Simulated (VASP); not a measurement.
A run of VASP 6.6.1:

INCAR

```
  PREC = Accurate
  ENCUT = 500
  EDIFF = 1E-6
  ISMEAR = 0
  SIGMA = 0.1
  LREAL = F
  LASPH = T
  NELM = 120
  ALGO = Normal
  ISIF = 2
  LWAVE = F
  LCHARG = T
  GGA = PE
  IVDW = 12
  LELF = T
  LVHAR = T
  NBANDS = 16
  GGA_COMPAT = F
```

The input KPOINTS:

```
Automatic mesh
0
Gamma
  6 6 6
```

File POSCAR:

```
GaSb
1.0
    0.0000000000      3.0686042300      3.0686042300
    3.0686042300      0.0000000000      3.0686042300
    3.0686042300      3.0686042300      0.0000000000
Ga Sb
1 1
Direct
    0.0000000000      0.0000000000      0.0000000000
    0.7500000000      0.7500000000      0.7500000000
```

Potentials or basis: VASP PAW PBE potentials, release 64 (Ga_d, Sb).

Launch:

```bash
$ cat potpaw_PBE.64/Ga_d/POTCAR potpaw_PBE.64/Sb/POTCAR > POTCAR
$ mpirun -np 1 vasp_std > vasp.out
```

Hardware: 1 thread of Intel Xeon 8259CL, on a shared host.

Problem. How long does it take, and how much memory?

Solution. Wall time 22 s on 1 thread of Intel Xeon 8259CL, with other jobs on the host, peak memory 0.18 GiB. Counts: scf iterations 12, k points 16.
